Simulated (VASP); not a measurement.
A run of VASP 6.6.1 is set up as follows.

The input INCAR:

```
PREC     = Accurate       # precision mode
ENCUT    = 520            # plane-wave cutoff, eV
EDIFF    = 1E-7           # SCF threshold, eV
ISMEAR   = -1             # smearing method
SIGMA    = 0.05           # smearing width, eV
LREAL    = F              # projectors in reciprocal space
LASPH    = T              # aspherical terms in the spheres
NELM     = 80             # most SCF steps
ALGO     = Normal         # electronic algorithm
ISIF     = 2              # what is computed and relaxed
LWAVE    = F              # write WAVECAR
LCHARG   = F              # write CHGCAR
GGA      = PE             # functional
NBANDS   = 13             # bands
```

Contents of KPOINTS:

```
regular mesh
0
Gamma
  15 15 15
```

The input POSCAR:

```
Ge
1.0
    2.7075340307      0.0000000000      0.0000000000
    0.0000000000      2.7075340307      0.0000000000
    0.0000000000      0.0000000000      2.7075340307
Ge
1
Direct
    0.0000000000      0.0000000000      0.0000000000
```

Potentials or basis: VASP PAW PBE potentials, release 64 (Ge_d).

The run is started by

```console
$ cat potpaw_PBE.64/Ge_d/POTCAR > POTCAR
$ mpirun -np 1 vasp_std > vasp.out
```

**Question.** What does it give for the band gap on the k mesh?

**Answer.** Zero (band 7 reaches 12.55 eV, above the bottom of band 8 at 3.63 eV).

**Question.** Predict the pressure.

**Answer.** 0.1 GPa.
